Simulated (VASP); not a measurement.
**Pd: single point with r2SCAN**

Pd:

```
Pd
1.0
     0.00000    1.92942    1.92942
     1.92942    0.00000    1.92942
     1.92942    1.92942    0.00000
Pd
1
Direct
  0.00000 0.00000 0.00000
```

This cell differs from its parent crystal: volume scaled by 0.96.

```yaml
Program: VASP 6.6.1
Task: single point
Functional: r2SCAN
Potentials_or_basis: VASP PAW PBE potentials, release 64 (Pd)
Cutoff: 520 eV
k_mesh: 23 × 23 × 23
Occupations: fermi-dirac, width 0.1 eV
Spin: no spin polarisation
```

The pressure is 9.0 GPa and the band gap on the k mesh is zero (band 5 reaches 10.37 eV, above the bottom of band 6 at 8.63 eV).

Levels at points of the mesh, in eV from the Fermi level:
| k point | band 3 | band 4 | band 5 | band 6 | band 7 | band 8 |
| --- | --- | --- | --- | --- | --- | --- |
| (0.00, 0.00, 0.00) | -3.07 | -3.07 | -1.39 | -1.39 | 18.02 | 22.33 |

It took 3.8 min on 1 thread of Intel(R) Xeon(R) Platinum 8259CL CPU @ 2.50GHz (Skylake/Cascade Lake), with other jobs on the host, peak memory 0.17 GiB.

Caveat: the PAW data sets were made with another functional, which shifts forces and pressure a little.
